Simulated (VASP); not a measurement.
A run of VASP 6.6.1 is set up as follows.

INCAR

```
PREC     = Accurate       # precision mode
ENCUT    = 520            # plane-wave cutoff, eV
EDIFF    = 1E-6           # SCF threshold, eV
ISMEAR   = 0              # smearing method
SIGMA    = 0.1            # smearing width, eV
LREAL    = False          # projectors in reciprocal space
LASPH    = True           # aspherical terms in the spheres
NELM     = 60             # most SCF steps
ALGO     = Fast           # electronic algorithm
ISIF     = 2              # what is computed and relaxed
LWAVE    = False          # write WAVECAR
LCHARG   = False          # write CHGCAR
GGA      = PE             # functional
NBANDS   = 58             # bands
```

The input KPOINTS:

```
Automatic mesh
0
Gamma
  6 6 2
```

File POSCAR:

```
Zr
1.0
    3.9028742911      0.0000000000      0.0000000000
   -1.9514371455      3.3799882839      0.0000000000
    0.0000000000      0.0000000000     12.7466716487
Zr
8
Direct
    0.0000000000      0.0000000000      0.0937500000
    0.0000000000      0.0000000000      0.5937500000
    0.0000000000      0.0000000000      0.4062500000
    0.0000000000      0.0000000000      0.9062500000
    0.3333333333      0.6666666667      0.1562500000
    0.6666666667      0.3333333333      0.6562500000
    0.3333333333      0.6666666667      0.3437500000
    0.6666666667      0.3333333333      0.8437500000
```

Potentials or basis: VASP PAW PBE potentials, release 64 (Zr_sv).

Command:

```bash
$ cat potpaw_PBE.64/Zr_sv/POTCAR > POTCAR
$ mpirun -np 1 vasp_std > vasp.out
```

**Question.** Predict the largest force.

**Answer.** 0.073 eV/Å.

**Question.** Predict the pressure.

**Answer.** 27.4 GPa.

**Question.** Predict the band gap on the k mesh.

**Answer.** Zero (bands 48 and 49 overlap by 1.05 eV).

Stress tensor (GPa, compression positive):
```
28.32  0.00  0.00
 0.00 28.32  0.00
 0.00  0.00 25.58
```

Caveat: the cell stands under pressure.
